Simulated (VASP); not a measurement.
# KI (Fm-3m) in VASP: single point with PBE+D3(BJ)

Aim: the single point of KI with PBE+D3(BJ).

Program: VASP 6.6.1. These are calculated values, not measurements. Logs are shortened: lines on timing, memory, paths and dates and some standing lists are left out, and cuts for length are marked.

## 1. The cell of the first run

It takes space group Fm-3m (No. 225, cubic). The conventional cell has a = 7.004 Å, b = 7.004 Å, c = 7.004 Å, α = 90.00°, β = 90.00°, γ = 90.00°. Within 4.6 Å of K (site symmetry m-3m) lie 6 I at 3.50 Å. I (site symmetry m-3m) has 6 K at 3.50 Å within 4.6 Å.

## 2. Single point, PBE+D3(BJ) (volume scaled by 1.000 of the coarse rest volume)

Contents of INCAR:

```
ALGO     = Normal         # electronic algorithm
EDIFF    = 1E-6           # SCF threshold, eV
ENCUT    = 520            # plane-wave cutoff, eV
GGA      = PE             # functional
ISIF     = 2              # what is computed and relaxed
ISMEAR   = 0              # smearing method
IVDW     = 12             # dispersion correction
LASPH    = True           # aspherical terms in the spheres
LCHARG   = False          # write CHGCAR
LREAL    = False          # projectors in reciprocal space
LWAVE    = False          # write WAVECAR
NBANDS   = 15             # bands
NELM     = 80             # most SCF steps
PREC     = Accurate       # precision mode
SIGMA    = 0.02           # smearing width, eV
```

Contents of KPOINTS:

```
k-points
0
Gamma
  6 6 6
```

Contents of POSCAR:

```
KI
1.0
    0.0000000000      3.5018000000      3.5018000000
    3.5018000000      0.0000000000      3.5018000000
    3.5018000000      3.5018000000      0.0000000000
K I
1 1
Direct
    0.0000000000      0.0000000000      0.0000000000
    0.5000000000      0.5000000000      0.5000000000
```

Potentials or basis: VASP PAW PBE potentials, release 64 (K_sv, I).

Started as:

```console
> cat potpaw_PBE.64/K_sv/POTCAR potpaw_PBE.64/I/POTCAR > POTCAR
> mpirun -np 1 vasp_std > vasp.out
```

OUTCAR:

```text
EDIFF = 1E-6
   ENCUT = 520
   GGA = PE
   ISIF = 2
   ISMEAR = 0
   IVDW = 12
   LASPH = True
   LREAL = False
   NELM = 80
   PREC = Accurate
 IVDW          = 12

 ion  position               nearest neighbor table
   1  0.000  0.000  0.000-   2 3.50   2 3.50   2 3.50   2 3.50   2 3.50   2 3.50
   2  0.500  0.500  0.500-   1 3.50   1 3.50   1 3.50   1 3.50   1 3.50   1 3.50

  LATTYP: Found a face centered cubic cell.
 ALAT       =     7.0036000000

  Lattice vectors:

 A1 = (   0.0000000000,   3.5018000000,   3.5018000000)
 A2 = (   3.5018000000,   0.0000000000,   3.5018000000)
 A3 = (   3.5018000000,   3.5018000000,   0.0000000000)

Analysis of symmetry for initial positions (statically):
=====================================================================
 Subroutine PRICEL returns:
 Original cell was already a primitive cell.

 Routine SETGRP: Setting up the symmetry group for a
 face centered cubic supercell.

 Subroutine GETGRP returns: Found 48 space group operations
 (whereof 48 operations were pure point group operations)
 out of a pool of 48 trial point group operations.

The static configuration has the point symmetry O_h .

Analysis of symmetry for dynamics (positions and initial velocities):
=====================================================================
 Subroutine PRICEL returns:
 Original cell was already a primitive cell.

 Routine SETGRP: Setting up the symmetry group for a
 face centered cubic supercell.

 Subroutine GETGRP returns: Found 48 space group operations
 (whereof 48 operations were pure point group operations)
 out of a pool of 48 trial point group operations.

The dynamic configuration has the point symmetry O_h .

 Subroutine INISYM returns: Found 48 space group operations
 (whereof 48 operations are pure point group operations),
 and found     1 'primitive' translations

----------------------------------------------------------------------------------------

                                     Primitive cell

  volume of cell :      85.8824

  direct lattice vectors                    reciprocal lattice vectors
     0.000000000  3.501800000  3.501800000    -0.142783711  0.142783711  0.142783711
     3.501800000  0.000000000  3.501800000     0.142783711 -0.142783711  0.142783711
     3.501800000  3.501800000  0.000000000     0.142783711  0.142783711 -0.142783711

  length of vectors
     4.952293053  4.952293053  4.952293053     0.247308642  0.247308642  0.247308642

  position of ions in fractional coordinates (direct lattice)
     0.000000000  0.000000000  0.000000000
     0.500000000  0.500000000  0.500000000

  ion indices of the primitive-cell ions
   primitive index   ion index
                 1           1
                 2           2

----------------------------------------------------------------------------------------

 KPOINTS: k-points

Automatic generation of k-mesh.
 Grid dimensions read from file:
 generate k-points for:    6    6    6

 Generating k-lattice:

  Cartesian coordinates                     Fractional coordinates (reciprocal lattice)
    -0.023797285  0.023797285  0.023797285     0.166666667  0.000000000  0.000000000
     0.023797285 -0.023797285  0.023797285     0.000000000  0.166666667  0.000000000
     0.023797285  0.023797285 -0.023797285     0.000000000  0.000000000  0.166666667

  Length of vectors
     0.041218107  0.041218107  0.041218107

  Shift w.r.t. Gamma in fractional coordinates (k-lattice)
     0.000000000  0.000000000  0.000000000

 Subroutine IBZKPT returns following result:
 ===========================================

 Found     16 irreducible k-points:

 Following reciprocal coordinates:
            Coordinates               Weight
  0.000000  0.000000  0.000000      1.000000
  0.166667  0.000000  0.000000      8.000000
  0.333333  0.000000  0.000000      8.000000
  0.500000  0.000000  0.000000      4.000000
  0.166667  0.166667  0.000000      6.000000
  0.333333  0.166667  0.000000     24.000000
[... 8 lines left out ...]
 -0.333333  0.333333  0.166667     24.000000
 -0.333333  0.500000  0.166667     12.000000
   k-points           NKPTS =     16   k-points in BZ     NKDIM =     16   number of bands    NBANDS=     15
   number of dos      NEDOS =    301   number of ions     NIONS =      2
   total plane-waves  NPLWV =  64000
   dimension x,y,z NGX =    40 NGY =   40 NGZ =   40
   dimension x,y,z NGXF=    80 NGYF=   80 NGZF=   80
   ions per type =               1   1
   NGX,Y,Z   is equivalent  to a cutoff of  13.43, 13.43, 13.43 a.u.
   NGXF,Y,Z  is equivalent  to a cutoff of  26.86, 26.86, 26.86 a.u.
 SYSTEM =  unknown system
   PREC   = accura    normal or accurate (medium, high low for compatibility)
   ISTART =      0    job   : 0-new  1-cont  2-samecut
   ICHARG =      2    charge: 1-file 2-atom 10-const
   ISPIN  =      1    spin polarized calculation?
   LNONCOLLINEAR =      F non collinear calculations
   LSORBIT =      F    spin-orbit coupling
   LASPH  =      T    aspherical Exc in radial PAW
   ENCUT  =  520.0 eV  38.22 Ry    6.18 a.u.   9.21  9.21  9.21*2*pi/ulx,y,z
   NELM   =     80;   NELMIN=  2; NELMDL= -5     # of ELM steps
   EDIFF  = 0.1E-05   stopping-criterion for ELM
   LREAL  =      F    real-space projection
   EDIFFG = 0.1E-04   stopping-criterion for IOM
   NSW    =      0    number of steps for IOM
   IBRION =     -1    ionic relax: 0-MD 1-quasi-New 2-CG
   NFREE  =      0    steps in history (QN), initial steepest desc. (CG)
   ISIF   =      2    stress and relaxation
   ISYM   =      2    0-nonsym 1-usesym 2-fastsym
   POTIM  = 0.5000    time-step for ionic-motion
   TEBEG  =    0.0;   TEEND  =   0.0 temperature during run
   PSTRESS=    0.0 pullay stress
   NELECT =      16.0000    total number of electrons
   NUPDOWN=      -1.0000    fix difference up-down
   EMIN   =  10.00;   EMAX   =-10.00  energy-range for DOS
   EFERMI =   0.00;   METHOD = LEGACY
   ISMEAR =     0;   SIGMA  =   0.02  broadening in eV -4-tet -1-fermi 0-gaus
   EFERMI_NEDOS =   21; number of points for ismear=-14 and -15
   IALGO  =     38    algorithm
   IMIX   =      4    mixing-type and parameters
     AMIX     =   0.40;   BMIX     =  1.00
     AMIX_MAG =   1.60;   BMIX_MAG =  1.00
  volume/ion in A,a.u.               =      42.94       289.78
  Fermi-wavevector in a.u.,A,eV,Ry     =   0.935004  1.766901 11.894656  0.874233
  Thomas-Fermi vector in A             =   2.061867
   LORBIT       =      0    0 simple, 1 ext, 2 COOP (PROOUT), +10 PAW based schemes
   GGA     = PE    functional components
   LHFCALC =     F    Hartree Fock is set to
   AEXX    =    0.0000 exact exchange contribution
   IVDW    =    12    specifies the selected vdW correction
   LEPSILON=     F    determine dielectric tensor
   LRPA    =     F    only Hartree local field effects (RPA)
 non-spin polarized calculation
 Gauss-broadening in eV      SIGMA  =   0.02
  energy-cutoff  :      520.00
  volume of cell :       85.88
 maximum number of plane-waves:      2332
 NGX is ok and might be reduce to    40
   NGX = 19   NGY = 19   NGZ = 19

 number of electron      15.9999999 magnetization

 Free energy of the ion-electron system (eV)
  ---------------------------------------------------
  ext. energy  EPLUGINS =         0.00000000
  ---------------------------------------------------
  free energy    TOTEN  =        -5.54476753 eV

  energy without entropy =       -5.54476753  energy(sigma->0) =       -5.54476753

 E-fermi :  -0.1871     XC(G=0):  -7.2819

 val. band max:       -0.2762648833   @ k =   0.0000   0.0000   0.0000
 cond. band min:       3.7490439477   @ k =   0.0000   0.0000   0.0000
 fundamental gap:      4.0253088310
 Fermi energy:        -0.1871194802

 k-point     1 :       0.0000    0.0000    0.0000
  band No.  band energies     occupation
      1     -28.7329      2.00000
      2     -12.2240      2.00000
      3     -12.2240      2.00000
      4     -12.2240      2.00000
      5     -10.8192      2.00000
      6      -0.2763      2.00000
      7      -0.2763      2.00000
      8      -0.2763      2.00000
      9       3.7490      0.00000
     10       6.2087      0.00000
     11       6.2087      0.00000
     12       6.2087      0.00000
     13       6.9439      0.00000
     14       6.9439      0.00000
     15       9.5404      0.00000

 k-point     2 :       0.1667    0.0000    0.0000
  band No.  band energies     occupation
      1     -28.7323      2.00000
      2     -12.2724      2.00000
      3     -12.2247      2.00000
      4     -12.2247      2.00000
      5     -10.7362      2.00000
      6      -0.7147      2.00000
      7      -0.3731      2.00000
      8      -0.3731      2.00000
      9       4.3859      0.00000
     10       6.1387      0.00000
     11       6.5072      0.00000
     12       6.5072      0.00000
     13       7.2763      0.00000
     14       7.2763      0.00000
     15      10.4343      0.00000

 k-point     3 :       0.3333    0.0000    0.0000
  band No.  band energies     occupation
      1     -28.7311      2.00000
      2     -12.3570      2.00000
      3     -12.2259      2.00000
      4     -12.2259      2.00000
      5     -10.5801      2.00000
      6      -1.3812      2.00000
      7      -0.5518      2.00000
      8      -0.5518      2.00000
      9       5.1152      0.00000
     10       6.8150      0.00000
     11       7.2349      0.00000
     12       7.2349      0.00000
     13       8.1473      0.00000
     14       8.1473      0.00000
     15       9.5180      0.00000
[... 199 lines left out ...]
 k-point    15 :      -0.3333    0.3333    0.1667
  band No.  band energies     occupation
      1     -28.7300      2.00000
      2     -12.3226      2.00000
      3     -12.2515      2.00000
      4     -12.2407      2.00000
      5     -10.5722      2.00000
      6      -1.2874      2.00000
      7      -0.9446      2.00000
      8      -0.7442      2.00000
      9       6.0109      0.00000
     10       6.3411      0.00000
     11       6.8335      0.00000
     12       8.0512      0.00000
     13       8.5711      0.00000
     14       8.9905      0.00000
     15       9.7123      0.00000

 k-point    16 :      -0.3333    0.5000    0.1667
  band No.  band energies     occupation
      1     -28.7298      2.00000
      2     -12.2738      2.00000
      3     -12.2674      2.00000
      4     -12.2521      2.00000
      5     -10.6125      2.00000
      6      -1.1841      2.00000
      7      -0.8632      2.00000
      8      -0.8476      2.00000
      9       5.3721      0.00000
     10       6.1853      0.00000
     11       7.1780      0.00000
     12       8.1378      0.00000
     13       8.3200      0.00000
     14       9.4279      0.00000
     15       9.9068      0.00000

------------------------ aborting loop because EDIFF is reached ----------------------------------------

 Edisp (eV)   -0.46704

 E8    (eV) :    -0.2257

  FORCE on cell =-STRESS in cart. coord.  units (eV):
  Direction    XX          YY          ZZ          XY          YZ          ZX
  --------------------------------------------------------------------------------------
  -------------------------------------------------------------------------------------
  Total       0.02728     0.02728     0.02728    -0.00000    -0.00000     0.00000
  in kB       0.50885     0.50885     0.50885    -0.00000    -0.00000     0.00000
  external pressure =        0.51 kB  Pullay stress =        0.00 kB

 VOLUME and BASIS-vectors are now :
 -----------------------------------------------------------------------------
  energy-cutoff  :      520.00
  volume of cell :       85.88
      direct lattice vectors                 reciprocal lattice vectors
     0.000000000  3.501800000  3.501800000    -0.142783711  0.142783711  0.142783711
     3.501800000  0.000000000  3.501800000     0.142783711 -0.142783711  0.142783711
     3.501800000  3.501800000  0.000000000     0.142783711  0.142783711 -0.142783711

 POSITION                                       TOTAL-FORCE (eV/Angst)
 -----------------------------------------------------------------------------------
      0.00000      0.00000      0.00000         0.000000      0.000000      0.000000
      3.50180      3.50180      3.50180         0.000000      0.000000      0.000000
 -----------------------------------------------------------------------------------
    total drift:                                0.000000     -0.000000     -0.000000

  FREE ENERGIE OF THE ION-ELECTRON SYSTEM (eV)
  ---------------------------------------------------
  free  energy   TOTEN  =        -6.0118073855 eV

  energy  without entropy=       -6.0118073855  energy(sigma->0) =       -6.01180739
```

Wall time 29 s (1 thread of Intel Xeon Platinum 8375C at 2.90GHz (Ice Lake), shared host); peak memory 0.24 GiB.

What came out:

| Property | Result |
| --- | --- |
| Free energy | -6.0118 eV |
| Pressure | 0.1 GPa |
| Band gap on the k mesh | 4.03 eV, direct |
| Dispersion energy per atom | -0.234 eV |

Levels at points of the mesh, in eV from the valence-band top:
| k point | band 5 | band 6 | band 7 | band 8 | band 9 | band 10 | band 11 | band 12 |
| --- | --- | --- | --- | --- | --- | --- | --- | --- |
| (0.00, 0.00, 0.00) | -10.54 | 0.00 | 0.00 | 0.00 | 4.03 | 6.49 | 6.49 | 6.49 |
| (0.50, 0.00, 0.00) | -10.23 | -1.38 | -0.36 | -0.36 | 5.55 | 7.79 | 8.20 | 8.20 |
| (0.50, 0.50, 0.00) | -10.39 | -1.04 | -0.38 | -0.38 | 4.89 | 5.83 | 8.12 | 8.80 |

Caveat: spin-orbit coupling is left out, which moves the levels of the heavy elements.
